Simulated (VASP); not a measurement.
# AlN (P-3) in VASP: single point with PBE

Aim: the single point of AlN with PBE.

Program: VASP 6.6.1. These are calculated values, not measurements. Logs are shortened: lines on timing, memory, paths and dates and some standing lists are left out, and cuts for length are marked.

## Step 1: The cell of the first run

Symmetry: P-3, No. 147, trigonal system. The conventional cell has a = 7.006 Å, b = 7.006 Å, c = 2.654 Å, α = 90.00°, β = 90.00°, γ = 120.00°. Al (site symmetry 1) has 5 N at 1.62 to 2.19 Å within 2.2 Å. N (site symmetry 1) has 5 Al at 1.62 to 2.19 Å within 2.2 Å.

The cell was built from a structure type or drawn by symmetry, and may not be a known phase.

## Step 2: Single point, PBE

The input, INCAR:

```
ALGO = Normal
EDIFF = 1E-7
ENCUT = 520
GGA = PE
ISIF = 2
ISMEAR = 0
LASPH = True
LCHARG = False
LREAL = False
LWAVE = False
NBANDS = 36
NELM = 80
PREC = Accurate
SIGMA = 0.1
```

The input, KPOINTS:

```
k-points
0
Gamma
  3 3 6
```

The input, POSCAR:

```
AlN
1.0
    7.0060775400      0.0000000000      0.0000000000
   -3.5030387700      6.0674411300      0.0000000000
    0.0000000000      0.0000000000      2.6536162100
Al N
6 6
Direct
    0.8502730400      0.5388260200      0.7830020200
    0.3114470200      0.8502730400      0.2169979800
    0.6885529800      0.1497269600      0.7830020200
    0.5388260200      0.6885529800      0.2169979800
    0.1497269600      0.4611739800      0.2169979800
    0.4611739800      0.3114470200      0.7830020200
    0.6885529800      0.5388260200      0.2169979800
    0.1497269600      0.6885529800      0.7830020200
    0.4611739800      0.1497269600      0.2169979800
    0.3114470200      0.4611739800      0.7830020200
    0.5388260200      0.8502730400      0.7830020200
    0.8502730400      0.3114470200      0.2169979800
```

Potentials or basis: VASP PAW PBE potentials, release 64 (Al, N).

The run is started by

```console
cat potpaw_PBE.64/Al/POTCAR potpaw_PBE.64/N/POTCAR > POTCAR
mpirun -np 1 vasp_std > vasp.out
```

OUTCAR:

```text
EDIFF = 1E-7
   ENCUT = 520
   GGA = PE
   ISIF = 2
   ISMEAR = 0
   LASPH = True
   LREAL = False
   NELM = 80
   PREC = Accurate

 ion  position               nearest neighbor table
   1  0.850  0.539  0.783-   7 1.62   8 1.82   7 1.88  12 1.97  12 2.19   3 2.37   6 2.37   5 2.68
                             5 2.85   2 3.08   4 3.08   2 3.23   4 3.23
   2  0.311  0.850  0.217-   8 1.62   9 1.82   8 1.88  11 1.97  11 2.19   5 2.37   4 2.37   3 2.68
                             3 2.85   6 3.08   1 3.08   6 3.23   1 3.23
   3  0.689  0.150  0.783-  12 1.62  11 1.82  12 1.88   9 1.97   9 2.19   1 2.37   6 2.37   2 2.68
                             2 2.85   4 3.08   5 3.08   4 3.23   5 3.23
   4  0.539  0.689  0.217-  11 1.62   7 1.82  11 1.88  10 1.97  10 2.19   5 2.37   2 2.37   6 2.68
                             6 2.85   3 3.08   1 3.08   3 3.23   1 3.23
   5  0.150  0.461  0.217-  10 1.62  12 1.82  10 1.88   8 1.97   8 2.19   2 2.37   4 2.37   1 2.68
                             1 2.85   3 3.08   6 3.08   3 3.23   6 3.23
   6  0.461  0.311  0.783-   9 1.62  10 1.82   9 1.88   7 1.97   7 2.19   1 2.37   3 2.37   4 2.68
                             4 2.85   2 3.08   5 3.08   2 3.23   5 3.23
   7  0.689  0.539  0.217-   1 1.62   4 1.82   1 1.88   6 1.97   6 2.19
   8  0.150  0.689  0.783-   2 1.62   1 1.82   2 1.88   5 1.97   5 2.19
   9  0.461  0.150  0.217-   6 1.62   2 1.82   6 1.88   3 1.97   3 2.19
  10  0.311  0.461  0.783-   5 1.62   6 1.82   5 1.88   4 1.97   4 2.19
  11  0.539  0.850  0.783-   4 1.62   3 1.82   4 1.88   2 1.97   2 2.19
  12  0.850  0.311  0.217-   3 1.62   5 1.82   3 1.88   1 1.97   1 2.19

  LATTYP: Found a hexagonal cell.
 ALAT       =     7.0060775400
 C/A-ratio  =     0.3787591837

  Lattice vectors:

 A1 = (   7.0060775400,   0.0000000000,   0.0000000000)
 A2 = (  -3.5030387700,   6.0674411300,   0.0000000000)
 A3 = (   0.0000000000,   0.0000000000,   2.6536162100)

Analysis of symmetry for initial positions (statically):
=====================================================================
 Subroutine PRICEL returns:
 Original cell was already a primitive cell.

 Routine SETGRP: Setting up the symmetry group for a
 hexagonal supercell.

 Subroutine GETGRP returns: Found  6 space group operations
 (whereof  6 operations were pure point group operations)
 out of a pool of 24 trial point group operations.

The static configuration has the point symmetry S_6 .

Analysis of symmetry for dynamics (positions and initial velocities):
=====================================================================
 Subroutine PRICEL returns:
 Original cell was already a primitive cell.

 Routine SETGRP: Setting up the symmetry group for a
 hexagonal supercell.

 Subroutine GETGRP returns: Found  6 space group operations
 (whereof  6 operations were pure point group operations)
 out of a pool of 24 trial point group operations.

The dynamic configuration has the point symmetry S_6 .

 Subroutine INISYM returns: Found  6 space group operations
 (whereof  6 operations are pure point group operations),
 and found     1 'primitive' translations

----------------------------------------------------------------------------------------

                                     Primitive cell

  volume of cell :     112.8025

  direct lattice vectors                    reciprocal lattice vectors
     7.006077540  0.000000000  0.000000000     0.142733219  0.082407062  0.000000000
    -3.503038770  6.067441130  0.000000000     0.000000000  0.164814125  0.000000000
     0.000000000  0.000000000  2.653616210     0.000000000  0.000000000  0.376844246

  length of vectors
     7.006077540  7.006077540  2.653616210     0.164814125  0.164814125  0.376844246

  position of ions in fractional coordinates (direct lattice)
     0.850273040  0.538826020  0.783002020
     0.311447020  0.850273040  0.216997980
     0.688552980  0.149726960  0.783002020
     0.538826020  0.688552980  0.216997980
     0.149726960  0.461173980  0.216997980
     0.461173980  0.311447020  0.783002020
     0.688552980  0.538826020  0.216997980
     0.149726960  0.688552980  0.783002020
     0.461173980  0.149726960  0.216997980
     0.311447020  0.461173980  0.783002020
     0.538826020  0.850273040  0.783002020
     0.850273040  0.311447020  0.216997980

  ion indices of the primitive-cell ions
   primitive index   ion index
                 1           1
                 2           2
                 3           3
                 4           4
                 5           5
                 6           6
                 7           7
                 8           8
                 9           9
                10          10
                11          11
                12          12

----------------------------------------------------------------------------------------

 KPOINTS: k-points

Automatic generation of k-mesh.
 Grid dimensions read from file:
 generate k-points for:    3    3    6

 Generating k-lattice:

  Cartesian coordinates                     Fractional coordinates (reciprocal lattice)
     0.047577740  0.027469021  0.000000000     0.333333333 -0.000000000  0.000000000
     0.000000000  0.054938042  0.000000000     0.000000000  0.333333333  0.000000000
     0.000000000  0.000000000  0.062807374     0.000000000  0.000000000  0.166666667

  Length of vectors
     0.054938042  0.054938042  0.062807374

  Shift w.r.t. Gamma in fractional coordinates (k-lattice)
     0.000000000  0.000000000  0.000000000

 Subroutine IBZKPT returns following result:
 ===========================================

 Found     16 irreducible k-points:

 Following reciprocal coordinates:
            Coordinates               Weight
  0.000000  0.000000  0.000000      1.000000
  0.333333  0.000000  0.000000      6.000000
  0.333333  0.333333  0.000000      2.000000
  0.000000  0.000000  0.166667      2.000000
  0.333333  0.000000  0.166667      6.000000
  0.000000  0.333333  0.166667      6.000000
[... 8 lines left out ...]
  0.333333  0.000000  0.500000      6.000000
  0.333333  0.333333  0.500000      2.000000
   k-points           NKPTS =     16   k-points in BZ     NKDIM =     16   number of bands    NBANDS=     36
   number of dos      NEDOS =    301   number of ions     NIONS =     12
   total plane-waves  NPLWV =  58320
   dimension x,y,z NGX =    54 NGY =   54 NGZ =   20
   dimension x,y,z NGXF=   108 NGYF=  108 NGZF=   40
   ions per type =               6   6
   NGX,Y,Z   is equivalent  to a cutoff of  12.81, 12.81, 12.53 a.u.
   NGXF,Y,Z  is equivalent  to a cutoff of  25.63, 25.63, 25.06 a.u.
 SYSTEM =  unknown system
   PREC   = accura    normal or accurate (medium, high low for compatibility)
   ISTART =      0    job   : 0-new  1-cont  2-samecut
   ICHARG =      2    charge: 1-file 2-atom 10-const
   ISPIN  =      1    spin polarized calculation?
   LNONCOLLINEAR =      F non collinear calculations
   LSORBIT =      F    spin-orbit coupling
   LASPH  =      T    aspherical Exc in radial PAW
   ENCUT  =  520.0 eV  38.22 Ry    6.18 a.u.  13.03 13.03  4.93*2*pi/ulx,y,z
   NELM   =     80;   NELMIN=  2; NELMDL= -5     # of ELM steps
   EDIFF  = 0.1E-06   stopping-criterion for ELM
   LREAL  =      F    real-space projection
   EDIFFG = 0.1E-05   stopping-criterion for IOM
   NSW    =      0    number of steps for IOM
   IBRION =     -1    ionic relax: 0-MD 1-quasi-New 2-CG
   NFREE  =      0    steps in history (QN), initial steepest desc. (CG)
   ISIF   =      2    stress and relaxation
   ISYM   =      2    0-nonsym 1-usesym 2-fastsym
   POTIM  = 0.5000    time-step for ionic-motion
   TEBEG  =    0.0;   TEEND  =   0.0 temperature during run
   PSTRESS=    0.0 pullay stress
   NELECT =      48.0000    total number of electrons
   NUPDOWN=      -1.0000    fix difference up-down
   EMIN   =  10.00;   EMAX   =-10.00  energy-range for DOS
   EFERMI =   0.00;   METHOD = LEGACY
   ISMEAR =     0;   SIGMA  =   0.10  broadening in eV -4-tet -1-fermi 0-gaus
   EFERMI_NEDOS =   21; number of points for ismear=-14 and -15
   IALGO  =     38    algorithm
   IMIX   =      4    mixing-type and parameters
     AMIX     =   0.40;   BMIX     =  1.00
     AMIX_MAG =   1.60;   BMIX_MAG =  1.00
  volume/ion in A,a.u.               =       9.40        63.44
  Fermi-wavevector in a.u.,A,eV,Ry     =   1.231352  2.326919 20.629545  1.516229
  Thomas-Fermi vector in A             =   2.366165
   LORBIT       =      0    0 simple, 1 ext, 2 COOP (PROOUT), +10 PAW based schemes
   GGA     = PE    functional components
   LHFCALC =     F    Hartree Fock is set to
   AEXX    =    0.0000 exact exchange contribution
   IVDW    =     0    specifies the selected vdW correction
   LEPSILON=     F    determine dielectric tensor
   LRPA    =     F    only Hartree local field effects (RPA)
 non-spin polarized calculation
 Gauss-broadening in eV      SIGMA  =   0.10
  energy-cutoff  :      520.00
  volume of cell :      112.80
 maximum number of plane-waves:      3082
 NGX is ok and might be reduce to    54
   NGX = 27   NGY = 27   NGZ =  9

 number of electron      48.0000003 magnetization

 Free energy of the ion-electron system (eV)
  ---------------------------------------------------
  ext. energy  EPLUGINS =         0.00000000
  ---------------------------------------------------
  free energy    TOTEN  =       -74.11063527 eV

  energy without entropy =      -74.11063527  energy(sigma->0) =      -74.11063527

 E-fermi :   8.1902     XC(G=0): -10.9373

 val. band max:        7.7433208558   @ k =  -0.3333  -0.3333   0.3333
 cond. band min:      10.2856961834   @ k =   0.0000   0.0000   0.5000
 fundamental gap:      2.5423753276
 Fermi energy:         8.1901943342

 k-point     1 :       0.0000    0.0000    0.0000
  band No.  band energies     occupation
      1     -10.1686      2.00000
      2      -8.4773      2.00000
      3      -7.5622      2.00000
      4      -7.5622      2.00000
      5      -6.6170      2.00000
      6      -6.6170      2.00000
[... 28 lines left out ...]
     35      17.7444      0.00000
     36      19.3892      0.00000

 k-point     2 :       0.3333    0.0000    0.0000
  band No.  band energies     occupation
      1      -9.9436      2.00000
      2      -9.1005      2.00000
      3      -7.6835      2.00000
      4      -7.1708      2.00000
      5      -6.5099      2.00000
      6      -6.4107      2.00000
[... 28 lines left out ...]
     35      18.0142      0.00000
     36      18.4237      0.00000

 k-point     3 :       0.3333    0.3333    0.0000
  band No.  band energies     occupation
      1      -9.5818      2.00000
      2      -9.5818      2.00000
      3      -7.8090      2.00000
      4      -6.7508      2.00000
      5      -6.7508      2.00000
      6      -6.2519      2.00000
[... 28 lines left out ...]
     35      18.2700      0.00000
     36      18.3342      0.00000
[... 430 lines left out ...]
 k-point    15 :       0.3333    0.0000    0.5000
  band No.  band energies     occupation
      1      -7.5154      2.00000
      2      -7.2606      2.00000
      3      -5.5909      2.00000
      4      -5.5427      2.00000
      5      -5.3471      2.00000
      6      -5.2692      2.00000
[... 28 lines left out ...]
     35      16.6857      0.00000
     36      17.7168      0.00000

 k-point    16 :       0.3333    0.3333    0.5000
  band No.  band energies     occupation
      1      -7.3867      2.00000
      2      -7.3867      2.00000
      3      -5.6271      2.00000
      4      -5.4484      2.00000
      5      -5.4484      2.00000
      6      -5.2533      2.00000
[... 28 lines left out ...]
     35      16.9517      0.00000
     36      18.1602      0.00000

------------------------ aborting loop because EDIFF is reached ----------------------------------------

  FORCE on cell =-STRESS in cart. coord.  units (eV):
  Direction    XX          YY          ZZ          XY          YZ          ZX
  --------------------------------------------------------------------------------------
  -------------------------------------------------------------------------------------
  Total       53.0513547     53.0513547     46.7204028      0.0000002      0.0000000      0.0000000
  in kB      753.5089901    753.5089900    663.5880228      0.0000026      0.0000000      0.0000000
  external PRESSURE =     723.5353343 kB  Pullay stress =       0.0000000 kB

 VOLUME and BASIS-vectors are now :
 -----------------------------------------------------------------------------
  energy-cutoff  :      520.00
  volume of cell :      112.80
      direct lattice vectors                 reciprocal lattice vectors
     7.006077540  0.000000000  0.000000000     0.142733219  0.082407062  0.000000000
    -3.503038770  6.067441130  0.000000000     0.000000000  0.164814125  0.000000000
     0.000000000  0.000000000  2.653616210     0.000000000  0.000000000  0.376844246

 POSITION                                       TOTAL-FORCE (eV/Angst)
 -----------------------------------------------------------------------------------
      4.06955      3.26930      2.07779         4.881265      2.292695     -4.530204
     -0.79652      5.15898      0.57583         0.455100      5.373647      4.530204
      4.29956      0.90846      2.07779        -0.455100     -5.373647     -4.530204
      1.36303      4.17775      0.57583         4.426165     -3.080952      4.530204
     -0.56651      2.79815      0.57583        -4.881265     -2.292695      4.530204
      2.14001      1.88969      2.07779        -4.426165      3.080952     -4.530204
      2.93653      3.26930      0.57583        -4.734446      2.974021      4.815477
     -1.36303      4.17775      2.07779        -4.942801     -2.613140     -4.815477
      2.70652      0.90846      0.57583        -0.208355     -5.587161      4.815477
      0.56651      2.79815      2.07779         4.734446     -2.974021     -4.815477
      0.79652      5.15898      2.07779         0.208355      5.587161     -4.815477
      4.86607      1.88969      0.57583         4.942801      2.613140      4.815477
 -----------------------------------------------------------------------------------
    total drift:                                0.000000      0.000000     -0.000000

  FREE ENERGIE OF THE ION-ELECTRON SYSTEM (eV)
  ---------------------------------------------------
  free  energy   TOTEN  =       -74.1106352690 eV

  energy  without entropy=      -74.1106352690  energy(sigma->0) =      -74.11063527
```

Wall time 2.3 min (1 thread of Intel Xeon 8259CL, shared host); peak memory 0.24 GiB.

What came out:

* Free energy: -74.1106 eV
* Pressure: 72.4 GPa
* Largest force: 7.379 eV/Å
* Band gap on the k mesh: 2.54 eV (least direct gap 3.16 eV)

Forces in eV/Å, atoms in the order of the input:
```
Al   4.881  2.293 -4.530
Al   0.455  5.374  4.530
Al  -0.455 -5.374 -4.530
Al   4.426 -3.081  4.530
Al  -4.881 -2.293  4.530
Al  -4.426  3.081 -4.530
N   -4.734  2.974  4.815
N   -4.943 -2.613 -4.815
N   -0.208 -5.587  4.815
N    4.734 -2.974 -4.815
N    0.208  5.587 -4.815
N    4.943  2.613  4.815
```

Stress tensor (GPa, compression positive):
```
75.35  0.00  0.00
 0.00 75.35  0.00
 0.00  0.00 66.36
```

Caveat: the cell stands under pressure; an odd mesh through Γ misses points on the zone boundary, where band edges can lie; forces of over 1 eV/Å act on the atoms, so gaps and moduli don't describe the material at rest.
